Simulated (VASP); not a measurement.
SiO2:

```
Si O
1.0
     4.98945    0.00000    0.00000
     0.00000    4.98945    0.00000
     0.00000    0.00000    6.92752
Si O
4 8
Cartesian
  4.0158 4.0158 3.4638
  3.4684 1.5211 1.7319
  0.9736 0.9736 0.0000
  1.5211 3.4684 5.1956
  1.3117 1.9248 5.6543
  0.5700 3.8064 3.9224
  3.6778 3.0647 2.1905
  4.4195 1.1830 0.4586
  3.8064 0.5700 3.0051
  3.0647 3.6778 4.7370
  1.1830 4.4195 6.4689
  1.9248 1.3117 1.2733
```

```yaml
Program: VASP 6.6.1
Task: relaxation of shape and atoms at fixed volume
Functional: LDA
Potentials_or_basis: VASP PAW LDA potentials, release 64 (Si, O)
Cutoff: 600 eV
k_mesh: 6 × 6 × 4
Occupations: gaussian, width 0.02 eV
Spin: no spin polarisation
```

At the start: pressure -4.6 GPa; volume 14.37 Å³/atom.

**Question.** How do energy, volume and symmetry change on relaxing?

**Answer.** Over 14 steps the energy falls by 5.2 meV/atom; space group P4_32_12 (No. 96, to 0.1 Å) before and after.

Step by step:
| step | energy change (eV) | largest force (eV/Å) | pressure (GPa) | volume (Å³) |
| --- | --- | --- | --- | --- |
| 1 | 0.0000 | 0.3052 | -4.64 | 172.46 |
| 2 | -0.0289 | 0.1891 | -3.47 | 172.46 |
| 3 | -0.0465 | 0.1647 | -1.66 | 172.46 |
| 4 | -0.0561 | 0.1614 | -1.21 | 172.46 |
| 5 | -0.0600 | 0.1599 | -0.70 | 172.46 |
| 6 | -0.0595 | 0.1980 | -0.42 | 172.46 |
| 7 | -0.0616 | 0.0231 | -0.57 | 172.46 |
| 8 | -0.0618 | 0.0201 | -0.54 | 172.46 |
| 9 | -0.0622 | 0.0124 | -0.46 | 172.46 |
| 10 | -0.0623 | 0.0146 | -0.29 | 172.46 |
| 11 | -0.0624 | 0.0105 | -0.33 | 172.46 |
| 12 | -0.0624 | 0.0114 | -0.35 | 172.46 |
| 13 | -0.0624 | 0.0140 | -0.36 | 172.46 |
| 14 | -0.0624 | 0.0072 | -0.37 | 172.46 |

Final structure:
```
CELL_PARAMETERS angstrom
4.98316 0.00000 0.00000
0.00000 4.98316 0.00000
0.00000 0.00000 6.94503
ATOMIC_POSITIONS crystal
Si 0.80064 0.80064 0.50000
Si 0.69936 0.30064 0.25000
Si 0.19936 0.19936 0.00000
Si 0.30064 0.69936 0.75000
O 0.26099 0.39457 0.82070
O 0.10543 0.76099 0.57070
O 0.73901 0.60543 0.32070
O 0.89457 0.23901 0.07070
O 0.76099 0.10543 0.42930
O 0.60543 0.73901 0.67930
O 0.23901 0.89457 0.92930
O 0.39457 0.26099 0.17930
```
